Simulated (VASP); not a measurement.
# Pt (P6_3/mmc) in VASP: further runs

Runs on Pt. Level: LDA. Tasks: single point.

Program: VASP 6.6.1. These are calculated values, not measurements. Logs are shortened: lines on timing, memory, paths and dates and some standing lists are left out, and cuts for length are marked.

## Step 1: The cell of the first run

Symmetry: P6_3/mmc, No. 194, hexagonal system. The conventional cell has a = 2.748 Å, b = 2.748 Å, c = 4.746 Å, α = 90.00°, β = 90.00°, γ = 120.00°. Pt (site symmetry -6m2) has 12 Pt at 2.75 to 2.85 Å within 3.6 Å.

This isn't the form of Pt at room conditions, which is fcc.

## Step 2: Single point, LDA, collinear spin (15.52 Å³/atom)

INCAR reads:

```
SYSTEM = Pt
ALGO = Normal
EDIFF = 1E-6
ENCUT = 570
GGA_COMPAT = .False.
ISIF = 2
ISMEAR = 0
ISPIN = 2
LASPH = .True.
LCHARG = .True.
LELF = .True.
LMAXMIX = 4
LORBIT = 11
LREAL = .False.
LVHAR = .True.
LWAVE = .False.
MAGMOM = 0.4 0.4
NBANDS = 29
NELM = 200
NUPDOWN = 0.8
PREC = Accurate
SIGMA = 0.15
```

KPOINTS reads:

```
k-points
0
Gamma
  21 21 10
  0 0 0
```

POSCAR reads:

```
Pt
1.0
    2.7483013709      0.0000000000      0.0000000000
   -1.3741506854      2.3800988044      0.0000000000
    0.0000000000      0.0000000000      4.7455915265
Pt
2
Direct
    0.6666666667      0.3333333333      0.7500000000
    0.3333333333      0.6666666667      0.2500000000
```

Potentials or basis: VASP PAW LDA potentials, release 64 (Pt_sv_GW).

The run is started by

```
$ cat potpaw_LDA.64/Pt_sv_GW/POTCAR > POTCAR
$ mpirun -np 1 vasp_std > vasp.out
```

OUTCAR:

```text
SYSTEM = Pt
   EDIFF = 1E-6
   ENCUT = 570
   ISIF = 2
   ISMEAR = 0
   ISPIN = 2
   LASPH = .True.
   LORBIT = 11
   LREAL = .False.
   NELM = 200
   NUPDOWN = 0.8
   PREC = Accurate

 ion  position               nearest neighbor table
   1  0.667  0.333  0.750-   2 2.85   2 2.85   2 2.85   2 2.85   2 2.85   2 2.85
   2  0.333  0.667  0.250-   1 2.85   1 2.85   1 2.85   1 2.85   1 2.85   1 2.85

  LATTYP: Found a hexagonal cell.
 ALAT       =     2.7483013709
 C/A-ratio  =     1.7267362221

  Lattice vectors:

 A1 = (   2.7483013709,   0.0000000000,   0.0000000000)
 A2 = (  -1.3741506854,   2.3800988044,   0.0000000000)
 A3 = (   0.0000000000,   0.0000000000,   4.7455915265)

Analysis of symmetry for initial positions (statically):
=====================================================================
 Subroutine PRICEL returns:
 Original cell was already a primitive cell.

 Routine SETGRP: Setting up the symmetry group for a
 hexagonal supercell.

 Subroutine GETGRP returns: Found 24 space group operations
 (whereof 12 operations were pure point group operations)
 out of a pool of 24 trial point group operations.

The static configuration has the point symmetry D_3d.
 The point group associated with its full space group is D_6h.

Analysis of symmetry for dynamics (positions and initial velocities):
=====================================================================
 Subroutine PRICEL returns:
 Original cell was already a primitive cell.

 Routine SETGRP: Setting up the symmetry group for a
 hexagonal supercell.

 Subroutine GETGRP returns: Found 24 space group operations
 (whereof 12 operations were pure point group operations)
 out of a pool of 24 trial point group operations.

The dynamic configuration has the point symmetry D_3d.
 The point group associated with its full space group is D_6h.

Analysis of structural, dynamic, and magnetic symmetry:
=====================================================================
 Subroutine PRICEL returns:
 Original cell was already a primitive cell.

 Routine SETGRP: Setting up the symmetry group for a
 hexagonal supercell.

 Subroutine GETGRP returns: Found 24 space group operations
 (whereof 12 operations were pure point group operations)
 out of a pool of 24 trial point group operations.

The overall configuration has the point symmetry D_3d.
 The point group associated with its full space group is D_6h.

 Subroutine INISYM returns: Found 24 space group operations
 (whereof 12 operations are pure point group operations),
 and found     1 'primitive' translations

----------------------------------------------------------------------------------------

                                     Primitive cell

  volume of cell :      31.0420

  direct lattice vectors                    reciprocal lattice vectors
     2.748301371  0.000000000  0.000000000     0.363861115  0.210075312  0.000000000
    -1.374150685  2.380098804  0.000000000     0.000000000  0.420150625  0.000000000
     0.000000000  0.000000000  4.745591527     0.000000000  0.000000000  0.210721887

  length of vectors
     2.748301371  2.748301371  4.745591527     0.420150625  0.420150625  0.210721887

  position of ions in fractional coordinates (direct lattice)
     0.666666667  0.333333333  0.750000000
     0.333333333  0.666666667  0.250000000

  ion indices of the primitive-cell ions
   primitive index   ion index
                 1           1
                 2           2

----------------------------------------------------------------------------------------

 KPOINTS: k-points

Automatic generation of k-mesh.
 Grid dimensions read from file:
 generate k-points for:   21   21   10

 Generating k-lattice:

  Cartesian coordinates                     Fractional coordinates (reciprocal lattice)
     0.017326720  0.010003586  0.000000000     0.047619048  0.000000000  0.000000000
     0.000000000  0.020007173  0.000000000     0.000000000  0.047619048  0.000000000
     0.000000000  0.000000000  0.021072189     0.000000000  0.000000000  0.100000000

  Length of vectors
     0.020007173  0.020007173  0.021072189

  Shift w.r.t. Gamma in fractional coordinates (k-lattice)
     0.000000000  0.000000000  0.000000000

 Subroutine IBZKPT returns following result:
 ===========================================

 Found    288 irreducible k-points:

 Following reciprocal coordinates:
            Coordinates               Weight
  0.000000  0.000000  0.000000      1.000000
  0.047619  0.000000  0.000000      6.000000
  0.095238  0.000000  0.000000      6.000000
  0.142857 -0.000000  0.000000      6.000000
  0.190476  0.000000  0.000000      6.000000
  0.238095  0.000000  0.000000      6.000000
[... 16 lines left out ...]
  0.142857  0.095238  0.000000     12.000000
  0.190476  0.095238  0.000000     12.000000
 [... further k-points ...]
   k-points           NKPTS =    288   k-points in BZ     NKDIM =    288   number of bands    NBANDS=     29
   number of dos      NEDOS =    301   number of ions     NIONS =      2
   total plane-waves  NPLWV =  23040
   dimension x,y,z NGX =    24 NGY =   24 NGZ =   40
   dimension x,y,z NGXF=    48 NGYF=   48 NGZF=   80
   ions per type =               2
   NGX,Y,Z   is equivalent  to a cutoff of  14.52, 14.52, 14.01 a.u.
   NGXF,Y,Z  is equivalent  to a cutoff of  29.04, 29.04, 28.03 a.u.
 SYSTEM =  Pt
   PREC   = accura    normal or accurate (medium, high low for compatibility)
   ISTART =      0    job   : 0-new  1-cont  2-samecut
   ICHARG =      2    charge: 1-file 2-atom 10-const
   ISPIN  =      2    spin polarized calculation?
   LNONCOLLINEAR =      F non collinear calculations
   LSORBIT =      F    spin-orbit coupling
   LASPH  =      T    aspherical Exc in radial PAW
   ENCUT  =  570.0 eV  41.89 Ry    6.47 a.u.   5.35  5.35  9.24*2*pi/ulx,y,z
   NELM   =    200;   NELMIN=  2; NELMDL= -5     # of ELM steps
   EDIFF  = 0.1E-05   stopping-criterion for ELM
   LREAL  =      F    real-space projection
   EDIFFG = 0.1E-04   stopping-criterion for IOM
   NSW    =      0    number of steps for IOM
   IBRION =     -1    ionic relax: 0-MD 1-quasi-New 2-CG
   NFREE  =      0    steps in history (QN), initial steepest desc. (CG)
   ISIF   =      2    stress and relaxation
   ISYM   =      2    0-nonsym 1-usesym 2-fastsym
   POTIM  = 0.5000    time-step for ionic-motion
   TEBEG  =    0.0;   TEEND  =   0.0 temperature during run
   PSTRESS=    0.0 pullay stress
   NELECT =      36.0000    total number of electrons
   NUPDOWN=       0.8000    fix difference up-down
   EMIN   =  10.00;   EMAX   =-10.00  energy-range for DOS
   EFERMI =   0.00;   METHOD = LEGACY
   ISMEAR =     0;   SIGMA  =   0.15  broadening in eV -4-tet -1-fermi 0-gaus
   EFERMI_NEDOS =   21; number of points for ismear=-14 and -15
   IALGO  =     38    algorithm
   IMIX   =      4    mixing-type and parameters
     AMIX     =   0.40;   BMIX     =  1.00
     AMIX_MAG =   1.60;   BMIX_MAG =  1.00
  volume/ion in A,a.u.               =      15.52       104.74
  Fermi-wavevector in a.u.,A,eV,Ry     =   1.719989  3.250309 40.250979  2.958363
  Thomas-Fermi vector in A             =   2.796513
   LORBIT       =     11    0 simple, 1 ext, 2 COOP (PROOUT), +10 PAW based schemes
   GGA     = CA    functional components
   LHFCALC =     F    Hartree Fock is set to
   AEXX    =    0.0000 exact exchange contribution
   IVDW    =     0    specifies the selected vdW correction
   LEPSILON=     F    determine dielectric tensor
   LRPA    =     F    only Hartree local field effects (RPA)
 spin polarized calculation
 Gauss-broadening in eV      SIGMA  =   0.15
  energy-cutoff  :      570.00
  volume of cell :       31.04
 maximum number of plane-waves:       991
 NGX is ok and might be reduce to    24
   NGX = 11   NGY = 11   NGZ = 19

 number of electron      36.0000001 magnetization       0.8000000

 Free energy of the ion-electron system (eV)
  ---------------------------------------------------
  ext. energy  EPLUGINS =         0.00000000
  ---------------------------------------------------
  free energy    TOTEN  =       -14.46128037 eV

  energy without entropy =      -14.42435132  energy(sigma->0) =      -14.44281584

 E-fermi :   9.8426     XC(G=0): -14.1836

 val. band max:       10.0451393158   @ k =   0.2381   0.1905   0.4000
 cond. band min:       9.8436064634   @ k =   0.3333   0.0952   0.0000
 fundamental gap:     -0.2015328524
 Fermi energy:        10.0452081417

 spin component 1

 k-point     1 :       0.0000    0.0000    0.0000
  band No.  band energies     occupation
      1     -88.3222      1.00000
      2     -88.2999      1.00000
      3     -42.8519      1.00000
      4     -42.5966      1.00000
      5     -42.5966      1.00000
      6     -42.5523      1.00000
[... 21 lines left out ...]
     28      32.2641      0.00000
     29      33.7411      0.00000
[... 705 lines left out ...]
 k-point    24 :       0.1905    0.0952    0.0000
  band No.  band energies     occupation
      1     -88.3059      1.00000
      2     -88.2893      1.00000
      3     -42.7859      1.00000
      4     -42.7796      1.00000
      5     -42.7576      1.00000
      6     -42.6549      1.00000
[... 21 lines left out ...]
     28      30.9968      0.00000
     29      31.8134      0.00000

 [... further k-points ...]

 spin component 2

 k-point     1 :       0.0000    0.0000    0.0000
  band No.  band energies     occupation
      1     -88.1203      1.00000
      2     -88.0980      1.00000
      3     -42.6151      1.00000
      4     -42.3591      1.00000
      5     -42.3591      1.00000
      6     -42.3147      1.00000
[... 21 lines left out ...]
     28      32.3480      0.00000
     29      33.7983      0.00000
[... 705 lines left out ...]
 k-point    24 :       0.1905    0.0952    0.0000
  band No.  band energies     occupation
      1     -88.1040      1.00000
      2     -88.0874      1.00000
      3     -42.5492      1.00000
      4     -42.5424      1.00000
      5     -42.5208      1.00000
      6     -42.4177      1.00000
[... 21 lines left out ...]
     28      31.0959      0.00000
     29      31.9268      0.00000

 [... further k-points ...]

------------------------ aborting loop because EDIFF is reached ----------------------------------------

  FORCE on cell =-STRESS in cart. coord.  units (eV):
  Direction    XX          YY          ZZ          XY          YZ          ZX
  --------------------------------------------------------------------------------------
  -------------------------------------------------------------------------------------
  Total       -2.0611732     -2.0611732     -2.4622874     -0.0000000     -0.0000000      0.0000000
  in kB     -106.3837694   -106.3837694   -127.0865630     -0.0000000     -0.0000000      0.0000000
  external PRESSURE =    -113.2847006 kB  Pullay stress =       0.0000000 kB

 VOLUME and BASIS-vectors are now :
 -----------------------------------------------------------------------------
  energy-cutoff  :      570.00
  volume of cell :       31.04
      direct lattice vectors                 reciprocal lattice vectors
     2.748301371  0.000000000  0.000000000     0.363861115  0.210075312  0.000000000
    -1.374150685  2.380098804  0.000000000     0.000000000  0.420150625  0.000000000
     0.000000000  0.000000000  4.745591527     0.000000000  0.000000000  0.210721887

 POSITION                                       TOTAL-FORCE (eV/Angst)
 -----------------------------------------------------------------------------------
      1.37415      0.79337      3.55919         0.000000      0.000000      0.000000
     -0.00000      1.58673      1.18640        -0.000000     -0.000000      0.000000
 -----------------------------------------------------------------------------------
    total drift:                               -0.000000      0.000000     -0.000000

  FREE ENERGIE OF THE ION-ELECTRON SYSTEM (eV)
  ---------------------------------------------------
  free  energy   TOTEN  =       -14.4612803662 eV

  energy  without entropy=      -14.4243513204  energy(sigma->0) =      -14.44281584

 total charge

# of ion       s       p       d       f       tot
--------------------------------------------------
    1        4.149   6.082   7.834   0.021  18.085
    2        4.149   6.082   7.834   0.021  18.085
--------------------------------------------------
tot          8.297  12.164  15.668   0.041  36.170

 magnetization (x)

# of ion       s       p       d       f       tot
--------------------------------------------------
    1        0.020   0.001   0.404   0.000   0.426
    2        0.020   0.001   0.404   0.000   0.426
--------------------------------------------------
tot          0.041   0.002   0.808   0.001   0.852
```

Wall time 8.6 min (1 thread of Intel Xeon Platinum 8488C (Sapphire Rapids), shared host); peak memory 0.48 GiB.

Results:

| Item | Value |
| --- | --- |
| Free energy | -14.4613 eV |
| Pressure | -11.3 GPa |
| Net moment | 0.80 μB per cell |
| Site moments | Pt +0.43 μB |

Stress tensor (GPa, compression positive):
```
-10.64   0.00   0.00
  0.00 -10.64   0.00
  0.00   0.00 -12.71
```

Caveat: the cell stands under tension; spin-orbit coupling is left out, which moves the levels of the heavy elements; the total moment is fixed, so each spin has its own Fermi level and the state may be an excited one.

## Step 3: Single point, LDA, collinear spin (13.52 Å³/atom)

This run uses another cell than the first one, of 13.52 Å³/atom.

INCAR reads:

```
PREC = Accurate
ENCUT = 570
EDIFF = 1E-6
ISMEAR = 0
SIGMA = 0.15
LREAL = False
LASPH = True
NELM = 200
ALGO = Normal
ISIF = 2
LWAVE = False
LCHARG = False
ISPIN = 2
MAGMOM = 0.35 0.35
LORBIT = 11
NUPDOWN = 0.7
LMAXMIX = 4
NBANDS = 29
GGA_COMPAT = False
```

KPOINTS reads:

```
Automatic mesh
0
Gamma
  21 21 10
```

POSCAR reads:

```
Pt
1.0
    2.6244633715      0.0000000000      0.0000000000
   -1.3122316858      2.2728519510      0.0000000000
    0.0000000000      0.0000000000      4.5317559673
Pt
2
Direct
    0.6666666667      0.3333333333      0.7500000000
    0.3333333333      0.6666666667      0.2500000000
```

Potentials or basis: VASP PAW LDA potentials, release 64 (Pt_sv_GW).

The run is started by

```
$ cat potpaw_LDA.64/Pt_sv_GW/POTCAR > POTCAR
$ mpirun -np 1 vasp_std > vasp.out
```

It took 2.8 min on 1 thread of Intel Xeon 6975P-C (Granite Rapids), shared host; peak memory 0.42 GiB.

Results (log left out):

- Free energy: -14.1945 eV
- Pressure: 37.2 GPa
- Net moment: 0.70 μB per cell
- Site moments: Pt +0.37 μB

Stress tensor (GPa, compression positive):
```
40.08  0.00  0.00
 0.00 40.08  0.00
 0.00  0.00 31.53
```

Caveat: the stress differs along the axes, from 32 to 40 GPa; spin-orbit coupling is left out, which moves the levels of the heavy elements; the total moment is fixed, so each spin has its own Fermi level and the state may be an excited one.

## Step 4: Single point, LDA, collinear spin (15.52 Å³/atom)

INCAR reads:

```
SYSTEM = Pt
  PREC = Accurate
  ENCUT = 570
  EDIFF = 1E-6
  ISMEAR = 0
  SIGMA = 0.15
  LREAL = .False.
  LASPH = .True.
  NELM = 200
  ALGO = Normal
  ISIF = 2
  LWAVE = .False.
  LCHARG = .False.
  ISPIN = 2
  MAGMOM = 0.35 0.35
  LORBIT = 11
  NUPDOWN = 0.7
  LMAXMIX = 4
  GGA = CA
  NBANDS = 29
  GGA_COMPAT = .False.
```

KPOINTS reads:

```
Automatic mesh
0
Gamma
  21 21 10
  0 0 0
```

POSCAR reads:

```
Pt
1.0
    2.7483013709      0.0000000000      0.0000000000
   -1.3741506854      2.3800988044      0.0000000000
    0.0000000000      0.0000000000      4.7455915265
Pt
2
Direct
    0.6666666667      0.3333333333      0.7500000000
    0.3333333333      0.6666666667      0.2500000000
```

The run is started by

```
$ cat potpaw_LDA.64/Pt_sv_GW/POTCAR > POTCAR
$ mpirun -np 1 vasp_std > vasp.out
```

It took 3.4 min on 1 thread of Intel Xeon 6975P-C (Granite Rapids), shared host; peak memory 0.47 GiB.

It converged, with:

```yaml
Free_energy: -14.4706 eV
Pressure: -11.5 GPa
Net_moment: 0.70 μB per cell
Site_moments: Pt +0.37 μB
```

Stress tensor (GPa, compression positive):
```
-11.00   0.00   0.00
  0.00 -11.00   0.00
  0.00   0.00 -12.51
```

Caveat: the cell stands under tension; spin-orbit coupling is left out, which moves the levels of the heavy elements; the total moment is fixed, so each spin has its own Fermi level and the state may be an excited one.

[end of part 1 of 2]
